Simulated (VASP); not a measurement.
# FeGe2 (I4/mcm) in VASP: single point with PBEsol

Aim: the single point of FeGe2 with PBEsol.

Everything below comes from runs of VASP 6.6.1. Logs are shortened: lines on timing, memory, paths and dates and some standing lists are left out, and cuts for length are marked.

## (1) The cell of the first run

It takes space group I4/mcm (No. 140, tetragonal). Conventional cell: a = 5.798 Å, b = 5.798 Å, c = 4.803 Å, α = 90.00°, β = 90.00°, γ = 90.00°. Within 3.3 Å of Ge (site symmetry m2m) lie 4 Fe at 2.50 Å and 11 Ge at 2.54 to 3.10 Å. Within 3.2 Å of Fe (site symmetry 422) lie 2 Fe at 2.40 Å and 8 Ge at 2.50 Å.

## (2) Single point, PBEsol, collinear spin, ferromagnetic start (13.46 Å³/atom)

File INCAR:

```
SYSTEM = FeGe2
  PREC = Accurate
  ENCUT = 520
  EDIFF = 1E-6
  ISMEAR = -1
  SIGMA = 0.05
  LREAL = .FALSE.
  LASPH = .TRUE.
  NELM = 150
  ALGO = Normal
  ISIF = 2
  LWAVE = .FALSE.
  LCHARG = .FALSE.
  ISPIN = 2
  MAGMOM = 0 0 0 0 3 3
  LORBIT = 11
  LMAXMIX = 4
  GGA = PS
  NBANDS = 49
```

File KPOINTS:

```
regular mesh
0
G
  7 7 7
  0 0 0
```

File POSCAR:

```
FeGe2
1.0
   -2.8991404977      2.8991404977      2.4013603355
    2.8991404977     -2.8991404977      2.4013603355
    2.8991404977      2.8991404977     -2.4013603355
Ge Fe
4 2
Direct
    0.8451073900      0.3451073900      0.1902147800
    0.6548926100      0.8451073900      0.5000000000
    0.3451073900      0.1548926100      0.5000000000
    0.1548926100      0.6548926100      0.8097852200
    0.2500000000      0.2500000000      0.0000000000
    0.7500000000      0.7500000000      0.0000000000
```

Potentials or basis: VASP PAW PBE potentials, release 64 (Ge_d, Fe).

On the command line:

```console
cat potpaw_PBE.64/Ge_d/POTCAR potpaw_PBE.64/Fe/POTCAR > POTCAR
mpirun -np 1 vasp_std > vasp.out
```

OUTCAR:

```text
SYSTEM = FeGe2
   PREC = Accurate
   ENCUT = 520
   EDIFF = 1E-6
   ISMEAR = -1
   LREAL = .FALSE.
   LASPH = .TRUE.
   NELM = 150
   ISIF = 2
   ISPIN = 2
   LORBIT = 11
   GGA = PS

 ion  position               nearest neighbor table
   1  0.845  0.345  0.190-   5 2.50   6 2.50   6 2.50   5 2.50   4 2.54   4 2.86   4 2.86
   2  0.655  0.845  0.500-   5 2.50   6 2.50   6 2.50   5 2.50   3 2.54   3 2.86   3 2.86
   3  0.345  0.155  0.500-   6 2.50   5 2.50   5 2.50   6 2.50   2 2.54   2 2.86   2 2.86
   4  0.155  0.655  0.810-   5 2.50   6 2.50   6 2.50   5 2.50   1 2.54   1 2.86   1 2.86
   5  0.250  0.250  0.000-   6 2.40   6 2.40   1 2.50   4 2.50   4 2.50   1 2.50   3 2.50   2 2.50
                             2 2.50   3 2.50
   6  0.750  0.750  0.000-   5 2.40   5 2.40   1 2.50   4 2.50   4 2.50   1 2.50   2 2.50   3 2.50
                             3 2.50   2 2.50

  LATTYP: Found a body centered tetragonal cell.
 ALAT       =     5.7982809954
 C/A-ratio  =     0.8283007800

  Lattice vectors:

 A1 = (  -2.8991404977,   2.8991404977,   2.4013603355)
 A2 = (   2.8991404977,  -2.8991404977,   2.4013603355)
 A3 = (   2.8991404977,   2.8991404977,  -2.4013603355)

Analysis of symmetry for initial positions (statically):
=====================================================================
 Subroutine PRICEL returns:
 Original cell was already a primitive cell.

 Routine SETGRP: Setting up the symmetry group for a
 body centered tetragonal supercell.

 Subroutine GETGRP returns: Found 16 space group operations
 (whereof  8 operations were pure point group operations)
 out of a pool of 16 trial point group operations.

The static configuration has the point symmetry C_4h.
 The point group associated with its full space group is D_4h.

Analysis of symmetry for dynamics (positions and initial velocities):
=====================================================================
 Subroutine PRICEL returns:
 Original cell was already a primitive cell.

 Routine SETGRP: Setting up the symmetry group for a
 body centered tetragonal supercell.

 Subroutine GETGRP returns: Found 16 space group operations
 (whereof  8 operations were pure point group operations)
 out of a pool of 16 trial point group operations.

The dynamic configuration has the point symmetry C_4h.
 The point group associated with its full space group is D_4h.

Analysis of structural, dynamic, and magnetic symmetry:
=====================================================================
 Subroutine PRICEL returns:
 Original cell was already a primitive cell.

 Routine SETGRP: Setting up the symmetry group for a
 body centered tetragonal supercell.

 Subroutine GETGRP returns: Found 16 space group operations
 (whereof  8 operations were pure point group operations)
 out of a pool of 16 trial point group operations.

The overall configuration has the point symmetry C_4h.
 The point group associated with its full space group is D_4h.

 Subroutine INISYM returns: Found 16 space group operations
 (whereof  8 operations are pure point group operations),
 and found     1 'primitive' translations

----------------------------------------------------------------------------------------

                                     Primitive cell

  volume of cell :      80.7339

  direct lattice vectors                    reciprocal lattice vectors
    -2.899140498  2.899140498  2.401360336     0.000000000  0.172464908  0.208215316
     2.899140498 -2.899140498  2.401360336     0.172464908  0.000000000  0.208215316
     2.899140498  2.899140498 -2.401360336     0.172464908  0.172464908  0.000000000

  length of vectors
     4.751480055  4.751480055  4.751480055     0.270365978  0.270365978  0.243902212

  position of ions in fractional coordinates (direct lattice)
     0.845107390  0.345107390  0.190214780
     0.654892610  0.845107390  0.500000000
     0.345107390  0.154892610  0.500000000
     0.154892610  0.654892610  0.809785220
     0.250000000  0.250000000  0.000000000
     0.750000000  0.750000000  0.000000000

  ion indices of the primitive-cell ions
   primitive index   ion index
                 1           1
                 2           2
                 3           3
                 4           4
                 5           5
                 6           6

[... 51 lines left out ...]
 -0.428571  0.428571  0.142857      8.000000
 [... further k-points ...]
   k-points           NKPTS =     40   k-points in BZ     NKDIM =     40   number of bands    NBANDS=     49
   number of dos      NEDOS =    301   number of ions     NIONS =      6
   total plane-waves  NPLWV =  46656
   dimension x,y,z NGX =    36 NGY =   36 NGZ =   36
   dimension x,y,z NGXF=    72 NGYF=   72 NGZF=   72
   ions per type =               4   2
   NGX,Y,Z   is equivalent  to a cutoff of  12.60, 12.60, 12.60 a.u.
   NGXF,Y,Z  is equivalent  to a cutoff of  25.19, 25.19, 25.19 a.u.
 SYSTEM =  FeGe2
   PREC   = accura    normal or accurate (medium, high low for compatibility)
   ISTART =      0    job   : 0-new  1-cont  2-samecut
   ICHARG =      2    charge: 1-file 2-atom 10-const
   ISPIN  =      2    spin polarized calculation?
   LNONCOLLINEAR =      F non collinear calculations
   LSORBIT =      F    spin-orbit coupling
   LASPH  =      T    aspherical Exc in radial PAW
   ENCUT  =  520.0 eV  38.22 Ry    6.18 a.u.   8.83  8.83  8.83*2*pi/ulx,y,z
   NELM   =    150;   NELMIN=  2; NELMDL= -5     # of ELM steps
   EDIFF  = 0.1E-05   stopping-criterion for ELM
   LREAL  =      F    real-space projection
   EDIFFG = 0.1E-04   stopping-criterion for IOM
   NSW    =      0    number of steps for IOM
   IBRION =     -1    ionic relax: 0-MD 1-quasi-New 2-CG
   NFREE  =      0    steps in history (QN), initial steepest desc. (CG)
   ISIF   =      2    stress and relaxation
   ISYM   =      2    0-nonsym 1-usesym 2-fastsym
   POTIM  = 0.5000    time-step for ionic-motion
   TEBEG  =    0.0;   TEEND  =   0.0 temperature during run
   PSTRESS=    0.0 pullay stress
   NELECT =      72.0000    total number of electrons
   NUPDOWN=      -1.0000    fix difference up-down
   EMIN   =  10.00;   EMAX   =-10.00  energy-range for DOS
   EFERMI =   0.00;   METHOD = LEGACY
   ISMEAR =    -1;   SIGMA  =   0.05  broadening in eV -4-tet -1-fermi 0-gaus
   EFERMI_NEDOS =   21; number of points for ismear=-14 and -15
   IALGO  =     38    algorithm
   IMIX   =      4    mixing-type and parameters
     AMIX     =   0.40;   BMIX     =  1.00
     AMIX_MAG =   1.60;   BMIX_MAG =  1.00
  volume/ion in A,a.u.               =      13.46        90.80
  Fermi-wavevector in a.u.,A,eV,Ry     =   1.575797  2.977825 33.785136  2.483137
  Thomas-Fermi vector in A             =   2.676727
   LORBIT       =     11    0 simple, 1 ext, 2 COOP (PROOUT), +10 PAW based schemes
   GGA     = PS    functional components
   LHFCALC =     F    Hartree Fock is set to
   AEXX    =    0.0000 exact exchange contribution
   IVDW    =     0    specifies the selected vdW correction
   LEPSILON=     F    determine dielectric tensor
   LRPA    =     F    only Hartree local field effects (RPA)
 spin polarized calculation
  energy-cutoff  :      520.00
  volume of cell :       80.73
 maximum number of plane-waves:      2190
   NGX = 17   NGY = 17   NGZ = 17

 number of electron      72.0000016 magnetization       2.1347209

 Free energy of the ion-electron system (eV)
  ---------------------------------------------------
  ext. energy  EPLUGINS =         0.00000000
  ---------------------------------------------------
  free energy    TOTEN  =       -38.53459057 eV

  energy without entropy =      -38.51176869  energy(sigma->0) =      -38.52317963

 E-fermi :   8.5894     XC(G=0): -12.9263

 val. band max:        8.5675721705   @ k =  -0.2857  -0.4286   0.2857
 cond. band min:       8.5934687257   @ k =  -0.2857   0.4286   0.2857
 fundamental gap:      0.0258965553
 Fermi energy:         8.5893730638

 spin component 1

 k-point     1 :       0.0000    0.0000    0.0000
  band No.  band energies     occupation
      1     -16.1212      1.00000
      2     -16.1042      1.00000
      3     -16.0992      1.00000
      4     -16.0876      1.00000
      5     -16.0709      1.00000
      6     -16.0709      1.00000
[... 1213 lines left out ...]
     47      15.4591      0.00000
     48      15.9880      0.00000

 [... further k-points ...]

 spin component 2

 k-point     1 :       0.0000    0.0000    0.0000
  band No.  band energies     occupation
      1     -16.1276      1.00000
      2     -16.1112      1.00000
      3     -16.1049      1.00000
      4     -16.0942      1.00000
      5     -16.0801      1.00000
      6     -16.0801      1.00000
[... 1213 lines left out ...]
     47      15.6521      0.00000
     48      16.1531      0.00000

 [... further k-points ...]

 [bands above 48 left out]

------------------------ aborting loop because EDIFF is reached ----------------------------------------

  FORCE on cell =-STRESS in cart. coord.  units (eV):
  Direction    XX          YY          ZZ          XY          YZ          ZX
  --------------------------------------------------------------------------------------
  -------------------------------------------------------------------------------------
  Total        1.0555841      1.0555841      2.7137446      0.0000000     -0.0000000      0.0000000
  in kB       20.9482419     20.9482419     53.8547126      0.0000000     -0.0000000      0.0000000
  external PRESSURE =      31.9170654 kB  Pullay stress =       0.0000000 kB

 VOLUME and BASIS-vectors are now :
 -----------------------------------------------------------------------------
  energy-cutoff  :      520.00
  volume of cell :       80.73
      direct lattice vectors                 reciprocal lattice vectors
    -2.899140498  2.899140498  2.401360336     0.000000000  0.172464908  0.208215316
     2.899140498 -2.899140498  2.401360336     0.172464908  0.000000000  0.208215316
     2.899140498  2.899140498 -2.401360336     0.172464908  0.172464908  0.000000000

 POSITION                                       TOTAL-FORCE (eV/Angst)
 -----------------------------------------------------------------------------------
     -0.89811      2.00103      2.40136        -0.116801     -0.116801      0.000000
      2.00103      0.89811      2.40136        -0.116801      0.116801      0.000000
      0.89811      2.00103      0.00000         0.116801     -0.116801      0.000000
      3.79725      0.89811     -0.00000         0.116801      0.116801     -0.000000
      0.00000      0.00000      1.20068         0.000000      0.000000      0.000000
      0.00000      0.00000      3.60204         0.000000      0.000000      0.000000
 -----------------------------------------------------------------------------------
    total drift:                               -0.000000     -0.000000      0.000000

  FREE ENERGIE OF THE ION-ELECTRON SYSTEM (eV)
  ---------------------------------------------------
  free  energy   TOTEN  =       -38.5345905660 eV

  energy  without entropy=      -38.5117686886  energy(sigma->0) =      -38.52317963

 total charge

# of ion       s       p       d       tot
------------------------------------------
    1        1.152   1.165  10.088  12.405
    2        1.152   1.165  10.088  12.405
    3        1.152   1.165  10.088  12.405
    4        1.152   1.165  10.088  12.405
    5        0.446   0.579   6.503   7.528
    6        0.446   0.579   6.503   7.528
--------------------------------------------------
tot          5.499   5.818  53.359  64.676

 magnetization (x)

# of ion       s       p       d       tot
------------------------------------------
    1       -0.002  -0.039  -0.000  -0.042
    2       -0.002  -0.039  -0.000  -0.042
    3       -0.002  -0.039  -0.000  -0.042
    4       -0.002  -0.039  -0.000  -0.042
    5        0.005   0.006   1.156   1.167
    6        0.005   0.006   1.156   1.167
--------------------------------------------------
tot          0.001  -0.144   2.310   2.167
```

It took 16 min on 1 thread of Intel Xeon 8259CL, shared host; peak memory 0.34 GiB.

What came out:

```
Free energy                                           : -38.5346 eV
Pressure                                              : 3.2 GPa
Largest force                                         : 0.165 eV/Å
Net moment                                            : 2.13 μB per cell
Site moments                                          : Ge -0.04; Fe +1.17 μB
Valence electrons inside the program's atomic spheres : Ge 12.40; Fe 7.53
```

Forces on the atoms (eV/Å):
```
Ge  -0.117 -0.117  0.000
Ge  -0.117  0.117  0.000
Ge   0.117 -0.117  0.000
Ge   0.117  0.117  0.000
Fe   0.000  0.000  0.000
Fe   0.000  0.000  0.000
```

Stress tensor (GPa, compression positive):
```
2.09 0.00 0.00
0.00 2.09 0.00
0.00 0.00 5.39
```

Caveat: the cell stands under pressure; the PAW data sets were made with another functional, which shifts forces and pressure a little.
